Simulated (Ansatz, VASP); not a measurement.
# Two plane-wave programs on Sb2Pt

The input INCAR:

```
PREC = Accurate ; ENCUT = 520
EDIFF = 1E-6 ; ISMEAR = 0
SIGMA = 0.1 ; LREAL = F
LASPH = T ; NELM = 60
ALGO = Fast ; ISIF = 2
LWAVE = F ; LCHARG = F
GGA = PE ; NBANDS = 29
```

File KPOINTS:

```
Automatic mesh
0
Gamma
  4 4 4
```

Contents of POSCAR:

```
Sb2Pt
1.0
    4.3841555227      0.0000000000      0.0000000000
    0.0000000000      4.3841555227      0.0000000000
    0.0000000000      0.0000000000      6.6893515252
Sb Pt
4 2
Direct
    0.0000000000      0.0000000000      0.0000000000
    0.5000000000      0.5000000000      0.0000000000
    0.0000000000      0.5000000000      0.2700000000
    0.5000000000      0.0000000000      0.7300000000
    0.0000000000      0.5000000000      0.7000000000
    0.5000000000      0.0000000000      0.3000000000
```

Input for Ansatz:

```yaml
crystal:
  lattice:
    - [4.3841555227, 0.0, 0.0]
    - [0.0, 4.3841555227, 0.0]
    - [0.0, 0.0, 6.6893515252]
  atoms:
    - { symbol: Sb, position: [0.0, 0.0, 0.0] }
    - { symbol: Sb, position: [0.5, 0.5, 0.0] }
    - { symbol: Sb, position: [0.0, 0.5, 0.27] }
    - { symbol: Sb, position: [0.5, 0.0, 0.73] }
    - { symbol: Pt, position: [0.0, 0.5, 0.7] }
    - { symbol: Pt, position: [0.5, 0.0, 0.3] }
basis:
  ecutwfc: 420
kpoints:
  mp_grid: { grid: [4, 4, 4] }
hamiltonian:
  xc: pbe
scf:
  occupations: { method: gaussian, width: 0.1 }
  lower_state_search: "off"
output:
  forces: true
  stress: true
  eigenvalues: true
```

Alike in both runs: task single point; functional PBE; k mesh 4 × 4 × 4; occupations gaussian, width 0.1 eV; no spin polarisation.

|  | VASP | Ansatz |
| --- | --- | --- |
| version | VASP 6.6.1 | Ansatz 0.2.0 |
| potentials or method | VASP PAW PBE potentials, release 64 (Sb, Pt), cutoff 520 eV | scalar-relativistic, plane waves, PAW |
| valence electrons in the cell | 40 | 96 |

Ansatz gave:

| Quantity | Value |
| --- | --- |
| gap on the k mesh at the Fermi level (eV) | none |
| pressure (GPa) | 15.9 |
| traceless stress, the component that is largest in VASP (GPa) | -3.17 |
| rms of the force components (eV/Å) | 1.669 |

Q: What did VASP give for the same quantities?

A: gap on the k mesh at the Fermi level (eV): none; pressure (GPa): 16.0; traceless stress, the component that is largest in VASP (GPa): -3.20; rms of the force components (eV/Å): 1.690.

Atom by atom the forces differ by 0.022 eV/Å (rms over components). A gap of «none» marks a metal or a gap that the smearing closes. VASP's potentials hold 40 valence electrons a cell and Ansatz's 96, so a difference there can come from the potentials and not from the codes.

Spin-orbit coupling is off throughout.
